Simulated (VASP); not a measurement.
# Sr (I4/mmm) in VASP: a series of runs

The runs below take Sr through single point, with LDA.

Program: VASP 6.6.1. These are calculated values, not measurements. Logs are shortened: lines on timing, memory, paths and dates and some standing lists are left out, and cuts for length are marked.

**1. The cell of the first run**

The structure is tetragonal, space group I4/mmm (No. 139). Conventional cell: a = 4.850 Å, b = 4.850 Å, c = 4.705 Å, α = 90.00°, β = 90.00°, γ = 90.00°. Within 5.5 Å of Sr (site symmetry 4/mmm) lie 14 Sr at 4.16 to 4.85 Å.

**2. Single point, LDA (strain +0.000 along x and y, -0.030 along z)**

Contents of INCAR:

```
SYSTEM = Sr
ALGO = Fast
EDIFF = 1E-6
ENCUT = 520
GGA = CA
ISIF = 2
ISMEAR = 0
LASPH = .True.
LCHARG = .False.
LREAL = .False.
LWAVE = .False.
NBANDS = 11
NELM = 80
PREC = Accurate
SIGMA = 0.15
```

Contents of KPOINTS:

```
k-points
0
Gamma
  14 14 14
  0 0 0
```

Contents of POSCAR:

```
Sr
1.0
   -2.4250000000      2.4250000000      2.3522500000
    2.4250000000     -2.4250000000      2.3522500000
    2.4250000000      2.4250000000     -2.3522500000
Sr
1
Direct
    0.0000000000      0.0000000000      0.0000000000
```

Potentials or basis: VASP PAW LDA potentials, release 64 (Sr_sv).

On the command line:

```sh
> cat potpaw_LDA.64/Sr_sv/POTCAR > POTCAR
> mpirun -np 1 vasp_std > vasp.out
```

OUTCAR:

```text
SYSTEM = Sr
   EDIFF = 1E-6
   ENCUT = 520
   GGA = CA
   ISIF = 2
   ISMEAR = 0
   LASPH = .True.
   LREAL = .False.
   NELM = 80
   PREC = Accurate

 ion  position               nearest neighbor table
   1  0.000  0.000  0.000-

  LATTYP: Found a body centered tetragonal cell.
 ALAT       =     4.8500000000
 C/A-ratio  =     0.9700000000

  Lattice vectors:

 A1 = (  -2.4250000000,   2.4250000000,   2.3522500000)
 A2 = (   2.4250000000,  -2.4250000000,   2.3522500000)
 A3 = (   2.4250000000,   2.4250000000,  -2.3522500000)

Analysis of symmetry for initial positions (statically):
=====================================================================
 Subroutine PRICEL returns:
 Original cell was already a primitive cell.

 Routine SETGRP: Setting up the symmetry group for a
 body centered tetragonal supercell.

 Subroutine GETGRP returns: Found 16 space group operations
 (whereof 16 operations were pure point group operations)
 out of a pool of 16 trial point group operations.

The static configuration has the point symmetry D_4h.

Analysis of symmetry for dynamics (positions and initial velocities):
=====================================================================
 Subroutine PRICEL returns:
 Original cell was already a primitive cell.

 Routine SETGRP: Setting up the symmetry group for a
 body centered tetragonal supercell.

 Subroutine GETGRP returns: Found 16 space group operations
 (whereof 16 operations were pure point group operations)
 out of a pool of 16 trial point group operations.

The dynamic configuration has the point symmetry D_4h.

 Subroutine INISYM returns: Found 16 space group operations
 (whereof 16 operations are pure point group operations),
 and found     1 'primitive' translations

----------------------------------------------------------------------------------------

                                     Primitive cell

  volume of cell :      55.3308

  direct lattice vectors                    reciprocal lattice vectors
    -2.425000000  2.425000000  2.352250000     0.000000000  0.206185567  0.212562440
     2.425000000 -2.425000000  2.352250000     0.206185567  0.000000000  0.212562440
     2.425000000  2.425000000 -2.352250000     0.206185567  0.206185567  0.000000000

  length of vectors
     4.158645220  4.158645220  4.158645220     0.296133887  0.296133887  0.291590425

  position of ions in fractional coordinates (direct lattice)
     0.000000000  0.000000000  0.000000000

  ion indices of the primitive-cell ions
   primitive index   ion index
                 1           1

----------------------------------------------------------------------------------------

 KPOINTS: k-points

Automatic generation of k-mesh.
 Grid dimensions read from file:
 generate k-points for:   14   14   14

 Generating k-lattice:

  Cartesian coordinates                     Fractional coordinates (reciprocal lattice)
     0.000000000  0.014727541  0.015183031     0.071428571 -0.000000000  0.000000000
     0.014727541  0.000000000  0.015183031    -0.000000000  0.071428571  0.000000000
     0.014727541  0.014727541  0.000000000     0.000000000  0.000000000  0.071428571

  Length of vectors
     0.021152421  0.021152421  0.020827888

  Shift w.r.t. Gamma in fractional coordinates (k-lattice)
     0.000000000  0.000000000  0.000000000

 Subroutine IBZKPT returns following result:
 ===========================================

 Found    244 irreducible k-points:

 Following reciprocal coordinates:
            Coordinates               Weight
  0.000000  0.000000  0.000000      1.000000
  0.071429  0.000000  0.000000      8.000000
  0.142857  0.000000  0.000000      8.000000
  0.214286  0.000000 -0.000000      8.000000
  0.285714  0.000000 -0.000000      8.000000
  0.357143  0.000000  0.000000      8.000000
[... 16 lines left out ...]
  0.214286  0.142857  0.000000     16.000000
  0.285714  0.142857 -0.000000     16.000000
 [... further k-points ...]
   k-points           NKPTS =    244   k-points in BZ     NKDIM =    244   number of bands    NBANDS=     11
   number of dos      NEDOS =    301   number of ions     NIONS =      1
   total plane-waves  NPLWV =  32768
   dimension x,y,z NGX =    32 NGY =   32 NGZ =   32
   dimension x,y,z NGXF=    64 NGYF=   64 NGZF=   64
   ions per type =               1
   NGX,Y,Z   is equivalent  to a cutoff of  12.79, 12.79, 12.79 a.u.
   NGXF,Y,Z  is equivalent  to a cutoff of  25.58, 25.58, 25.58 a.u.
 SYSTEM =  Sr
   PREC   = accura    normal or accurate (medium, high low for compatibility)
   ISTART =      0    job   : 0-new  1-cont  2-samecut
   ICHARG =      2    charge: 1-file 2-atom 10-const
   ISPIN  =      1    spin polarized calculation?
   LNONCOLLINEAR =      F non collinear calculations
   LSORBIT =      F    spin-orbit coupling
   LASPH  =      T    aspherical Exc in radial PAW
   ENCUT  =  520.0 eV  38.22 Ry    6.18 a.u.   7.73  7.73  7.73*2*pi/ulx,y,z
   NELM   =     80;   NELMIN=  2; NELMDL= -5     # of ELM steps
   EDIFF  = 0.1E-05   stopping-criterion for ELM
   LREAL  =      F    real-space projection
   EDIFFG = 0.1E-04   stopping-criterion for IOM
   NSW    =      0    number of steps for IOM
   IBRION =     -1    ionic relax: 0-MD 1-quasi-New 2-CG
   NFREE  =      0    steps in history (QN), initial steepest desc. (CG)
   ISIF   =      2    stress and relaxation
   ISYM   =      2    0-nonsym 1-usesym 2-fastsym
   POTIM  = 0.5000    time-step for ionic-motion
   TEBEG  =    0.0;   TEEND  =   0.0 temperature during run
   PSTRESS=    0.0 pullay stress
   NELECT =      10.0000    total number of electrons
   NUPDOWN=      -1.0000    fix difference up-down
   EMIN   =  10.00;   EMAX   =-10.00  energy-range for DOS
   EFERMI =   0.00;   METHOD = LEGACY
   ISMEAR =     0;   SIGMA  =   0.15  broadening in eV -4-tet -1-fermi 0-gaus
   EFERMI_NEDOS =   21; number of points for ismear=-14 and -15
   IALGO  =     68    algorithm
   IMIX   =      4    mixing-type and parameters
     AMIX     =   0.40;   BMIX     =  1.00
     AMIX_MAG =   1.60;   BMIX_MAG =  1.00
  volume/ion in A,a.u.               =      55.33       373.39
  Fermi-wavevector in a.u.,A,eV,Ry     =   0.925591  1.749114 11.656369  0.856719
  Thomas-Fermi vector in A             =   2.051462
   LORBIT       =      0    0 simple, 1 ext, 2 COOP (PROOUT), +10 PAW based schemes
   GGA     = CA    functional components
   LHFCALC =     F    Hartree Fock is set to
   AEXX    =    0.0000 exact exchange contribution
   IVDW    =     0    specifies the selected vdW correction
   LEPSILON=     F    determine dielectric tensor
   LRPA    =     F    only Hartree local field effects (RPA)
 non-spin polarized calculation
 RMM-DIIS sequential band-by-band and
 Gauss-broadening in eV      SIGMA  =   0.15
  energy-cutoff  :      520.00
  volume of cell :       55.33
 maximum number of plane-waves:      1501
   NGX = 15   NGY = 15   NGZ = 15

 number of electron      10.0000000 magnetization

 Free energy of the ion-electron system (eV)
  ---------------------------------------------------
  ext. energy  EPLUGINS =         0.00000000
  ---------------------------------------------------
  free energy    TOTEN  =        -1.86258151 eV

  energy without entropy =       -1.85001081  energy(sigma->0) =       -1.85629616

 E-fermi :   1.4042     XC(G=0):  -7.5368

 val. band max:        1.3920747367   @ k =  -0.4286   0.5000   0.3571
 cond. band min:       1.4169879862   @ k =  -0.3571  -0.3571   0.1429
 fundamental gap:      0.0249132495
 Fermi energy:         1.4041753105

 k-point     1 :       0.0000    0.0000    0.0000
  band No.  band energies     occupation
      1     -35.0704      2.00000
      2     -17.0534      2.00000
      3     -17.0518      2.00000
      4     -17.0518      2.00000
      5      -2.2465      2.00000
      6       3.5349      0.00000
      7       3.7114      0.00000
      8       3.7114      0.00000
      9       4.8624      0.00000
     10       5.1103      0.00000
     11       9.4319      0.00000

 k-point     2 :       0.0714    0.0000    0.0000
  band No.  band energies     occupation
      1     -35.0696      2.00000
      2     -17.0628      2.00000
      3     -17.0552      2.00000
      4     -17.0526      2.00000
      5      -2.1583      2.00000
      6       3.5102      0.00000
      7       3.6598      0.00000
      8       3.7417      0.00000
      9       4.8284      0.00000
     10       5.0278      0.00000
     11       9.5957      0.00000

 k-point     3 :       0.1429    0.0000    0.0000
  band No.  band energies     occupation
      1     -35.0675      2.00000
      2     -17.0911      2.00000
      3     -17.0647      2.00000
      4     -17.0529      2.00000
      5      -1.8998      2.00000
      6       3.3361      0.00000
      7       3.4457      0.00000
      8       3.9635      0.00000
      9       4.7411      0.00000
     10       4.9626      0.00000
     11       9.7744      0.00000

 k-point     4 :       0.2143    0.0000   -0.0000
  band No.  band energies     occupation
      1     -35.0644      2.00000
      2     -17.1316      2.00000
      3     -17.0785      2.00000
      4     -17.0533      2.00000
      5      -1.4904      2.00000
      6       3.0487      0.00000
      7       3.0864      0.00000
      8       4.3646      0.00000
      9       4.7558      0.00000
     10       4.9860      0.00000
     11       9.4917      0.00000
[... 239 lines left out ...]
 k-point    22 :       0.1429    0.1429    0.0000
  band No.  band energies     occupation
      1     -35.0627      2.00000
      2     -17.1503      2.00000
      3     -17.0792      2.00000
      4     -17.0634      2.00000
      5      -1.2431      2.00000
      6       2.8802      0.00000
      7       2.9467      0.00000
      8       4.5735      0.00000
      9       4.5822      0.00000
     10       5.2199      0.00000
     11       9.2424      0.00000

 k-point    23 :       0.2143    0.1429    0.0000
  band No.  band energies     occupation
      1     -35.0596      2.00000
      2     -17.1846      2.00000
      3     -17.0960      2.00000
      4     -17.0662      2.00000
      5      -0.7254      2.00000
      6       2.4957      0.00000
      7       2.7216      0.00000
      8       4.6058      0.00000
      9       5.0924      0.00000
     10       5.3832      0.00000
     11       8.2572      0.00000

 k-point    24 :       0.2857    0.1429   -0.0000
  band No.  band energies     occupation
      1     -35.0568      2.00000
      2     -17.2135      2.00000
      3     -17.1137      2.00000
      4     -17.0672      2.00000
      5      -0.1463      2.00000
      6       2.1274      0.00000
      7       2.5408      0.00000
      8       4.6950      0.00000
      9       5.4564      0.00000
     10       5.6838      0.00000
     11       7.4443      0.00000

 [... further k-points ...]

------------------------ aborting loop because EDIFF is reached ----------------------------------------

  FORCE on cell =-STRESS in cart. coord.  units (eV):
  Direction    XX          YY          ZZ          XY          YZ          ZX
  --------------------------------------------------------------------------------------
  -------------------------------------------------------------------------------------
  Total       -0.5602907     -0.5602907     -0.5320158      0.0000000     -0.0000000      0.0000000
  in kB      -16.2239679    -16.2239679    -15.4052303      0.0000000     -0.0000000      0.0000000
  external PRESSURE =     -15.9510554 kB  Pullay stress =       0.0000000 kB

 VOLUME and BASIS-vectors are now :
 -----------------------------------------------------------------------------
  energy-cutoff  :      520.00
  volume of cell :       55.33
      direct lattice vectors                 reciprocal lattice vectors
    -2.425000000  2.425000000  2.352250000     0.000000000  0.206185567  0.212562440
     2.425000000 -2.425000000  2.352250000     0.206185567  0.000000000  0.212562440
     2.425000000  2.425000000 -2.352250000     0.206185567  0.206185567  0.000000000

 POSITION                                       TOTAL-FORCE (eV/Angst)
 -----------------------------------------------------------------------------------
      0.00000      0.00000      0.00000         0.000000      0.000000      0.000000
 -----------------------------------------------------------------------------------
    total drift:                                0.000000      0.000000     -0.000000

  FREE ENERGIE OF THE ION-ELECTRON SYSTEM (eV)
  ---------------------------------------------------
  free  energy   TOTEN  =        -1.8625815089 eV

  energy  without entropy=       -1.8500108055  energy(sigma->0) =       -1.85629616
```

Wall time 1.7 min (1 thread of AMD EPYC 7R13 (Zen 3), shared host); peak memory 0.24 GiB.

What came out:

| Quantity | Value |
| --- | --- |
| Free energy | -1.8626 eV |
| Pressure | -1.6 GPa |
| Band gap on the k mesh | zero (bands 5 and 6 overlap by 0.37 eV) |

Levels at points of the mesh, in eV from the Fermi level:
```
           k point  band 3  band 4  band 5  band 6  band 7  band 8
(0.00, 0.00, 0.00)  -18.46  -18.46   -3.65    2.13    2.31    2.31
(0.50, 0.00, 0.00)  -18.52  -18.46   -1.03    0.30    1.07    3.42
(0.50, 0.50, 0.00)  -18.52  -18.45   -1.09    0.22    1.26    3.24
(0.50, 0.50, 0.50)  -18.60  -18.59   -0.18   -0.12    3.46    3.46
```

Caveat: the cell differs from its parent crystal (strain +0.000 along x and y, -0.030 along z).

**3. Single point, LDA (strain -0.015 along x and y, +0.000 along z)**

Contents of INCAR:

```
SYSTEM = Sr
  ALGO = Fast
  EDIFF = 1E-6
  ENCUT = 520
  ISIF = 2
  ISMEAR = 0
  LASPH = .TRUE.
  LCHARG = .FALSE.
  LREAL = .FALSE.
  LWAVE = .FALSE.
  NBANDS = 11
  NELM = 60
  PREC = Accurate
  SIGMA = 0.15
```

Contents of KPOINTS:

```
k-points
0
G
  14 14 14
  0 0 0
```

Contents of POSCAR:

```
Sr
1.0
   -2.3886250000      2.3886250000      2.4250000000
    2.3886250000     -2.3886250000      2.4250000000
    2.3886250000      2.3886250000     -2.4250000000
Sr
1
Direct
    0.0000000000      0.0000000000      0.0000000000
```

Potentials or basis: VASP PAW LDA potentials, release 64 (Sr_sv).

On the command line:

```sh
> cat potpaw_LDA.64/Sr_sv/POTCAR > POTCAR
> mpirun -np 1 vasp_std > vasp.out
```

OUTCAR:

```text
SYSTEM = Sr
   EDIFF = 1E-6
   ENCUT = 520
   ISIF = 2
   ISMEAR = 0
   LASPH = .TRUE.
   LREAL = .FALSE.
   NELM = 60
   PREC = Accurate

 ion  position               nearest neighbor table
   1  0.000  0.000  0.000-

  LATTYP: Found a body centered tetragonal cell.
 ALAT       =     4.7772500000
 C/A-ratio  =     1.0152284264

  Lattice vectors:

 A1 = (  -2.3886250000,   2.3886250000,   2.4250000000)
 A2 = (   2.3886250000,  -2.3886250000,   2.4250000000)
 A3 = (   2.3886250000,   2.3886250000,  -2.4250000000)

Analysis of symmetry for initial positions (statically):
=====================================================================
 Subroutine PRICEL returns:
 Original cell was already a primitive cell.

 Routine SETGRP: Setting up the symmetry group for a
 body centered tetragonal supercell.

 Subroutine GETGRP returns: Found 16 space group operations
 (whereof 16 operations were pure point group operations)
 out of a pool of 16 trial point group operations.

The static configuration has the point symmetry D_4h.

Analysis of symmetry for dynamics (positions and initial velocities):
[... 167 lines left out ...]
      1     -35.0713      2.00000
      2     -17.0535      2.00000
      3     -17.0535      2.00000
      4     -17.0527      2.00000
      5      -2.2468      2.00000
      6       3.6206      0.00000
      7       3.6206      0.00000
      8       3.7056      0.00000
      9       4.9280      0.00000
     10       5.0477      0.00000
     11       9.4339      0.00000
[... 309 lines left out ...]
 k-point    24 :       0.2857    0.1429   -0.0000
  band No.  band energies     occupation
      1     -35.0579      2.00000
      2     -17.2126      2.00000
      3     -17.1149      2.00000
      4     -17.0646      2.00000
      5      -0.1957      2.00000
      6       2.1131      0.00000
      7       2.6091      0.00000
      8       4.6911      0.00000
      9       5.2641      0.00000
     10       5.7724      0.00000
     11       7.4423      0.00000

 [... further k-points ...]

------------------------ aborting loop because EDIFF is reached ----------------------------------------

  FORCE on cell =-STRESS in cart. coord.  units (eV):
  Direction    XX          YY          ZZ          XY          YZ          ZX
  --------------------------------------------------------------------------------------
  -------------------------------------------------------------------------------------
  Total       -0.5507700     -0.5507700     -0.5592865      0.0000000      0.0000000      0.0000000
  in kB      -15.9445824    -15.9445824    -16.1911320      0.0000000      0.0000000      0.0000000
  external PRESSURE =     -16.0267656 kB  Pullay stress =       0.0000000 kB

 VOLUME and BASIS-vectors are now :
 -----------------------------------------------------------------------------
  energy-cutoff  :      520.00
  volume of cell :       55.34
      direct lattice vectors                 reciprocal lattice vectors
    -2.388625000  2.388625000  2.425000000     0.000000000  0.209325449  0.206185567
     2.388625000 -2.388625000  2.425000000     0.209325449  0.000000000  0.206185567
     2.388625000  2.388625000 -2.425000000     0.209325449  0.209325449  0.000000000

 POSITION                                       TOTAL-FORCE (eV/Angst)
 -----------------------------------------------------------------------------------
      0.00000      0.00000      0.00000        -0.000000      0.000000      0.000000
 -----------------------------------------------------------------------------------
    total drift:                                0.000000      0.000000     -0.000000

  FREE ENERGIE OF THE ION-ELECTRON SYSTEM (eV)
  ---------------------------------------------------
  free  energy   TOTEN  =        -1.8626578190 eV

  energy  without entropy=       -1.8501814896  energy(sigma->0) =       -1.85641965
```

OSZICAR:

```text
N       E                     dE             d eps       ncg     rms          rms(c)
DAV:   1     0.365582656589E+02    0.36558E+02   -0.47426E+03  5368   0.785E+02
DAV:   2    -0.138513968048E+00   -0.36697E+02   -0.36042E+02  6273   0.155E+02
DAV:   3    -0.178603221066E+01   -0.16475E+01   -0.16252E+01  8059   0.243E+01
DAV:   4    -0.186259209442E+01   -0.76560E-01   -0.76413E-01  7110   0.468E+00
DAV:   5    -0.186401527726E+01   -0.14232E-02   -0.14231E-02  7662   0.519E-01    0.107E+01
RMM:   6    -0.186308849179E+01    0.92679E-03   -0.58330E-03  5645   0.949E-01    0.598E+00
RMM:   7    -0.186239662144E+01    0.69187E-03   -0.10994E-02  6085   0.133E+00    0.293E-01
RMM:   8    -0.186253559318E+01   -0.13897E-03   -0.34158E-03  7312   0.409E-01    0.636E-02
RMM:   9    -0.186263333940E+01   -0.97746E-04   -0.75082E-04  8456   0.123E-01    0.627E-02
RMM:  10    -0.186265149044E+01   -0.18151E-04   -0.10531E-04  8105   0.567E-02    0.762E-02
RMM:  11    -0.186265699441E+01   -0.55040E-05   -0.26300E-05  8214   0.228E-02    0.106E-02
RMM:  12    -0.186265781895E+01   -0.82455E-06   -0.57438E-06  6688   0.103E-02
   1 F= -.18626578E+01 E0= -.18564197E+01  d E =-.124763E-01
```

Run time: 2.3 min. Hardware: 1 thread of AMD EPYC 7R13 (Zen 3), shared host; peak memory 0.24 GiB.

Results:

```yaml
Free_energy: -1.8627 eV
Pressure: -1.6 GPa
Band_gap_on_the_k_mesh: zero (bands 5 and 6 overlap by 0.39 eV)
```

Caveat: the cell differs from its parent crystal (strain -0.015 along x and y, +0.000 along z).

(Continued in part 2 of 2.)

The gap in the log of VASP goes by the Fermi energy; the results here count the filled bands.